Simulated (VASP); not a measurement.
# CdSe (F-43m) in VASP: notebook, part 2 of 2

VASP 6.6.1. The steps go on from the part before.

### Step 3. Phonons, r2SCAN

This run uses another cell than the first one, of 25.07 Å³/atom.

File INCAR:

```
PREC = Accurate
ENCUT = 520
EDIFF = 1E-8
ISMEAR = 0
SIGMA = 0.01
LREAL = False
LASPH = True
NELM = 100
ALGO = Normal
ISIF = 2
LWAVE = False
LCHARG = False
METAGGA = R2SCAN
LMIXTAU = True
IBRION = 6
NFREE = 2
POTIM = 0.015
NSW = 1
```

File KPOINTS:

```
regular mesh
0
Gamma
  6 6 6
```

File POSCAR:

```
CdSe
1.0
    2.9267176144      2.9267176144      0.0000000000
   -2.9267176144      2.9267176144      0.0000000000
    0.0000000000      2.9267176144      2.9267176144
Cd Se
1 1
Direct
    0.0000000000      0.0000000000      0.0000000000
    0.7500000000      0.2500000000      0.5000000000
```

Potentials or basis: VASP PAW PBE potentials, release 64 (Cd, Se).

Run with:

```
cat potpaw_PBE.64/Cd/POTCAR potpaw_PBE.64/Se/POTCAR > POTCAR
mpirun -np 1 vasp_std > vasp.out
```

OUTCAR:

```text
PREC = Accurate
   ENCUT = 520
   EDIFF = 1E-8
   ISMEAR = 0
   LREAL = False
   LASPH = True
   NELM = 100
   ISIF = 2
   METAGGA = R2SCAN
   IBRION = 6
   NFREE = 2
   POTIM = 0.015
   NSW = 1

 ion  position               nearest neighbor table
   1  0.000  0.000  0.000-   2 2.53   2 2.53   2 2.53   2 2.53
   2  0.750  0.250  0.500-   1 2.53   1 2.53   1 2.53   1 2.53

  LATTYP: Found a face centered cubic cell.
 ALAT       =     5.8534352288

  Lattice vectors:

 A1 = (   0.0000000000,   2.9267176144,   2.9267176144)
 A2 = (   2.9267176144,   0.0000000000,   2.9267176144)
 A3 = (   2.9267176144,   2.9267176144,   0.0000000000)

Analysis of symmetry for initial positions (statically):
=====================================================================
 Subroutine PRICEL returns:
 Original cell was already a primitive cell.

 Routine SETGRP: Setting up the symmetry group for a
 face centered cubic supercell.

 Subroutine GETGRP returns: Found 24 space group operations
 (whereof 24 operations were pure point group operations)
 out of a pool of 48 trial point group operations.

The static configuration has the point symmetry T_d .

Analysis of symmetry for dynamics (positions and initial velocities):
=====================================================================
 Subroutine PRICEL returns:
 Original cell was already a primitive cell.

 Routine SETGRP: Setting up the symmetry group for a
 face centered cubic supercell.

 Subroutine GETGRP returns: Found 24 space group operations
 (whereof 24 operations were pure point group operations)
[... 304 lines left out ...]
  band No.  band energies     occupation
      1     -12.1261      2.00000
      2      -7.0080      2.00000
      3      -6.9957      2.00000
      4      -6.9835      2.00000
      5      -6.4417      2.00000
      6      -6.4416      2.00000
      7       1.6438      2.00000
      8       1.6492      2.00000
      9       1.6532      2.00000
     10       2.9885      0.00000
     11       8.0822      0.00000
     12       8.0886      0.00000
     13       8.0960      0.00000
[... 354 lines left out ...]
  band No.  band energies     occupation
      1     -11.6350      2.00000
      2      -6.8305      2.00000
      3      -6.8218      2.00000
      4      -6.4556      2.00000
      5      -6.4441      2.00000
      6      -6.1681      2.00000
      7      -2.8415      2.00000
      8      -0.4176      2.00000
      9       0.6743      2.00000
     10       5.8080      0.00000
     11       7.8658      0.00000
     12       9.1570      0.00000
     13       9.3115      0.00000

 [... further k-points ...]

------------------------ aborting loop because EDIFF is reached ----------------------------------------

  FORCE on cell =-STRESS in cart. coord.  units (eV):
  Direction    XX          YY          ZZ          XY          YZ          ZX
  --------------------------------------------------------------------------------------
  -------------------------------------------------------------------------------------
  Total        3.2681883      3.2717340      3.2717340      0.0000000     -0.1816925      0.0000000
  in kB      104.4347880    104.5480918    104.5480918      0.0000000     -5.8059750      0.0000000
  external PRESSURE =     104.5103239 kB  Pullay stress =       0.0000000 kB
[... 17 lines left out ...]
  FREE ENERGIE OF THE ION-ELECTRON SYSTEM (eV)
  ---------------------------------------------------
  free  energy   TOTEN  =       -35.6890179808 eV

  energy  without entropy=      -35.6890179808  energy(sigma->0) =      -35.68901798

 INTERNAL STRAIN TENSORS FROM DISPLACED ATOMS
 ============================================

 INTERNAL STRAIN TENSOR FOR ION    1 for displacements in x,y,z  (eV/Angst):
          X           Y           Z          XY          YZ          ZX
  --------------------------------------------------------------------------------
  x     0.00000     0.00000     0.00000     0.00000   -12.12141     0.00000
  y    -0.00000     0.00000    -0.00000     0.00000     0.00000   -12.12141
  z     0.00000     0.00000     0.00000   -12.12141     0.00000     0.00000

 INTERNAL STRAIN TENSOR FOR ION    2 for displacements in x,y,z  (eV/Angst):
          X           Y           Z          XY          YZ          ZX
  --------------------------------------------------------------------------------
  x     0.00000     0.00000     0.00000     0.00000    12.11286     0.00000
  y    -0.00000     0.00000    -0.00000     0.00000     0.00000    12.11286
  z     0.00000     0.00000     0.00000    12.11286     0.00000     0.00000

 Eigenvectors and eigenvalues of the dynamical matrix
 ----------------------------------------------------

   1 f  =    6.287128 THz    39.503191 2PiTHz  209.716020 cm-1    26.001461 meV
             X         Y         Z           dx          dy          dz
      0.000000  0.000000  0.000000     0.642958   -0.000000    0.000000
      1.463359  4.390076  1.463359    -0.765901    0.000000    0.000000
[... 21 lines left out ...]
   6 f/i=    0.005065 THz     0.031824 2PiTHz    0.168950 cm-1     0.020947 meV
             X         Y         Z           dx          dy          dz
      0.000000  0.000000  0.000000    -0.000000    0.000000    0.765901
      1.463359  4.390076  1.463359     0.000000    0.000000    0.642958

 ELASTIC MODULI CONTR FROM IONIC RELAXATION (kBar)
 Direction    XX          YY          ZZ          XY          YZ          ZX
 --------------------------------------------------------------------------------
 XX          -0.0000     -0.0000     -0.0000      0.0000      0.0000     -0.0000
 YY          -0.0000     -0.0000     -0.0000      0.0000      0.0000     -0.0000
 ZZ          -0.0000     -0.0000     -0.0000     -0.0000      0.0000     -0.0000
 XY           0.0000      0.0000     -0.0000   -625.2744     -0.0000      0.0000
 YZ           0.0000      0.0000      0.0000     -0.0000   -625.2744     -0.0000
 ZX          -0.0000     -0.0000     -0.0000      0.0000     -0.0000   -625.2744
 --------------------------------------------------------------------------------
```

OSZICAR:

```text
N       E                     dE             d eps       ncg     rms          rms(c)
DAV:   1     0.800771130843E+02    0.80077E+02   -0.92242E+03   432   0.129E+03
DAV:   2    -0.361139934836E+02   -0.11619E+03   -0.11189E+03   476   0.303E+02
DAV:   3    -0.404944143478E+02   -0.43804E+01   -0.43725E+01   496   0.622E+01
[... 71 lines left out ...]
DAV:   8    -0.356890174307E+02   -0.40598E-06   -0.35151E-07  1251   0.662E-03    0.139E-03
DAV:   9    -0.356890179270E+02   -0.49634E-06   -0.19394E-07  1256   0.367E-03    0.105E-03
DAV:  10    -0.356890179618E+02   -0.34769E-07   -0.50588E-08  1236   0.267E-03    0.197E-04
DAV:  11    -0.356890179792E+02   -0.17439E-07   -0.56890E-09   913   0.849E-04    0.971E-05
DAV:  12    -0.356890179808E+02   -0.15475E-08   -0.19326E-09   658   0.365E-04
   5 F= -.35689018E+02 E0= -.35689018E+02  d E =-.195724E-46
```

stdout:

```text
POSCAR found type information on POSCAR CdSe
 POSCAR found :  2 types and       2 ions
 scaLAPACK will be used
 -----------------------------------------------------------------------------
|                                                                             |
|                                                                             |
|     You enforced a specific xc type in the INCAR file but a different       |
|     I HOPE YOU KNOW WHAT YOU ARE DOING!                                     |
|                                                                             |
 -----------------------------------------------------------------------------

 LDA part: xc-table for (None), standard interpolation
 POSCAR, INCAR and KPOINTS ok, starting setup
 FFT: planning ... GRIDC
 FFT: planning ... GRID_SOFT
 FFT: planning ... GRID
 WAVECAR not read
 entering main loop
 Found     2 degrees of freedom:
 Finite differences POTIM= 0.01500 DOF=   2
 bond charge predicted
 Finite differences progress:
 bond charge predicted
 Finite differences progress:
 bond charge predicted
 Finite differences progress:
 bond charge predicted
 Finite differences progress:
```

It took 2.7 min on 1 thread of Intel Xeon 6975P-C (Granite Rapids), shared host; peak memory 0.23 GiB.

What came out:

```
Highest phonon frequency at Γ, LO-TO splitting left out : 210 cm⁻¹
```

Phonon frequencies in cm⁻¹ (negative: imaginary):
```
              q point        frequencies
(0.000, 0.000, 0.000)  0 0 0 210 210 210
```

Caveat: the cell stands under pressure or tension, which shifts response properties; the PAW data sets were made with another functional, which shifts forces and pressure a little.

### Step 4. Phonons, r2SCAN

This run uses another cell than the first one, of 25.94 Å³/atom.

File INCAR:

```
ALGO = Normal
EDIFF = 1E-8
ENCUT = 520
IBRION = 6
ISIF = 2
ISMEAR = 0
LASPH = True
LCHARG = False
LMIXTAU = True
LREAL = False
LWAVE = False
METAGGA = R2SCAN
NELM = 100
NFREE = 2
NSW = 1
POTIM = 0.015
PREC = Accurate
SIGMA = 0.01
```

File KPOINTS:

```
k-points
0
Gamma
  6 6 6
```

File POSCAR:

```
CdSe
1.0
    2.9600480338      2.9600480338      0.0000000000
   -2.9600480338      2.9600480338      0.0000000000
    0.0000000000      2.9600480338      2.9600480338
Cd Se
1 1
Direct
    0.0000000000      0.0000000000      0.0000000000
    0.7500000000      0.2500000000      0.5000000000
```

Potentials or basis: VASP PAW PBE potentials, release 64 (Cd, Se).

Run with:

```
cat potpaw_PBE.64/Cd/POTCAR potpaw_PBE.64/Se/POTCAR > POTCAR
mpirun -np 1 vasp_std > vasp.out
```

OUTCAR:

```text
EDIFF = 1E-8
   ENCUT = 520
   IBRION = 6
   ISIF = 2
   ISMEAR = 0
   LASPH = True
   LREAL = False
   METAGGA = R2SCAN
   NELM = 100
   NFREE = 2
   NSW = 1
   POTIM = 0.015
   PREC = Accurate

 ion  position               nearest neighbor table
   1  0.000  0.000  0.000-   2 2.56   2 2.56   2 2.56   2 2.56
   2  0.750  0.250  0.500-   1 2.56   1 2.56   1 2.56   1 2.56

  LATTYP: Found a face centered cubic cell.
 ALAT       =     5.9200960676

  Lattice vectors:

 A1 = (   0.0000000000,   2.9600480338,   2.9600480338)
 A2 = (   2.9600480338,   0.0000000000,   2.9600480338)
 A3 = (   2.9600480338,   2.9600480338,   0.0000000000)

Analysis of symmetry for initial positions (statically):
=====================================================================
[... 717 lines left out ...]
  Total        2.3949329      2.3980160      2.3980160      0.0000000     -0.1568919      0.0000000
  in kB       73.9737551     74.0689827     74.0689827      0.0000000     -4.8460172      0.0000000
  external PRESSURE =      74.0372402 kB  Pullay stress =       0.0000000 kB
[... 17 lines left out ...]
  FREE ENERGIE OF THE ION-ELECTRON SYSTEM (eV)
  ---------------------------------------------------
  free  energy   TOTEN  =       -35.7851893018 eV

  energy  without entropy=      -35.7851893018  energy(sigma->0) =      -35.78518930

 INTERNAL STRAIN TENSORS FROM DISPLACED ATOMS
 ============================================

 INTERNAL STRAIN TENSOR FOR ION    1 for displacements in x,y,z  (eV/Angst):
          X           Y           Z          XY          YZ          ZX
  --------------------------------------------------------------------------------
  x     0.00000     0.00000     0.00000     0.00000   -10.45996     0.00000
  y     0.00000     0.00000     0.00000     0.00000     0.00000   -10.45996
  z     0.00000     0.00000     0.00000   -10.45996     0.00000     0.00000

 INTERNAL STRAIN TENSOR FOR ION    2 for displacements in x,y,z  (eV/Angst):
          X           Y           Z          XY          YZ          ZX
  --------------------------------------------------------------------------------
  x     0.00000    -0.00000    -0.00000     0.00000    10.45916     0.00000
  y     0.00000     0.00000     0.00000     0.00000     0.00000    10.45916
  z     0.00000     0.00000     0.00000    10.45916     0.00000     0.00000

 Eigenvectors and eigenvalues of the dynamical matrix
 ----------------------------------------------------

   1 f  =    5.942845 THz    37.339999 2PiTHz  198.231983 cm-1    24.577622 meV
             X         Y         Z           dx          dy          dz
      0.000000  0.000000  0.000000     0.642350    0.000000    0.000000
      1.480024  4.440072  1.480024    -0.766412   -0.000000    0.000000
[... 21 lines left out ...]
   6 f/i=    0.000069 THz     0.000432 2PiTHz    0.002294 cm-1     0.000284 meV
             X         Y         Z           dx          dy          dz
      0.000000  0.000000  0.000000    -0.766412   -0.000000    0.000000
      1.480024  4.440072  1.480024    -0.642350    0.000000    0.000000

 ELASTIC MODULI CONTR FROM IONIC RELAXATION (kBar)
 Direction    XX          YY          ZZ          XY          YZ          ZX
 --------------------------------------------------------------------------------
 XX          -0.0000      0.0000     -0.0000      0.0000     -0.0000     -0.0000
 YY           0.0000     -0.0000     -0.0000     -0.0000      0.0000     -0.0000
 ZZ          -0.0000     -0.0000     -0.0000      0.0000      0.0000     -0.0000
 XY           0.0000     -0.0000      0.0000   -504.1761      0.0000      0.0000
 YZ          -0.0000      0.0000      0.0000      0.0000   -504.1761     -0.0000
 ZX          -0.0000     -0.0000     -0.0000      0.0000     -0.0000   -504.1761
 --------------------------------------------------------------------------------
```

OSZICAR:

```text
N       E                     dE             d eps       ncg     rms          rms(c)
DAV:   1     0.835720058915E+02    0.83572E+02   -0.94509E+03   416   0.130E+03
DAV:   2    -0.357191618430E+02   -0.11929E+03   -0.11260E+03   496   0.304E+02
DAV:   3    -0.406005896592E+02   -0.48814E+01   -0.48726E+01   501   0.643E+01
[... 73 lines left out ...]
DAV:   8    -0.357851887190E+02   -0.36474E-06   -0.34207E-07  1241   0.652E-03    0.137E-03
DAV:   9    -0.357851892443E+02   -0.52530E-06   -0.20067E-07  1246   0.370E-03    0.100E-03
DAV:  10    -0.357851892799E+02   -0.35591E-07   -0.57918E-08  1226   0.283E-03    0.182E-04
DAV:  11    -0.357851893004E+02   -0.20532E-07   -0.66075E-09   913   0.920E-04    0.101E-04
DAV:  12    -0.357851893018E+02   -0.14184E-08   -0.20918E-09   648   0.383E-04
   5 F= -.35785189E+02 E0= -.35785189E+02  d E =-.497996E-45
```

stdout:

```text
POSCAR found type information on POSCAR CdSe
 POSCAR found :  2 types and       2 ions
 scaLAPACK will be used
 -----------------------------------------------------------------------------
|                                                                             |
|                                                                             |
|     You enforced a specific xc type in the INCAR file but a different       |
|     I HOPE YOU KNOW WHAT YOU ARE DOING!                                     |
|                                                                             |
 -----------------------------------------------------------------------------

 LDA part: xc-table for (None), standard interpolation
 POSCAR, INCAR and KPOINTS ok, starting setup
 FFT: planning ... GRIDC
 FFT: planning ... GRID_SOFT
 FFT: planning ... GRID
 WAVECAR not read
 entering main loop
 Found     2 degrees of freedom:
 Finite differences POTIM= 0.01500 DOF=   2
 bond charge predicted
 Finite differences progress:
 bond charge predicted
 Finite differences progress:
 bond charge predicted
 Finite differences progress:
 bond charge predicted
 Finite differences progress:
```

Run time: 2.6 min. Hardware: 1 thread of Intel Xeon 6975P-C (Granite Rapids), shared host; peak memory 0.22 GiB.

What came out:

```yaml
Highest_phonon_frequency_at_Γ_LO-TO_splitting_left_out: 198 cm⁻¹
```

Phonon frequencies in cm⁻¹ (negative: imaginary):
```tsv
q point	frequencies
(0.000, 0.000, 0.000)	0 0 0 198 198 198
```

Caveat: the cell stands under pressure or tension, which shifts response properties; the PAW data sets were made with another functional, which shifts forces and pressure a little.
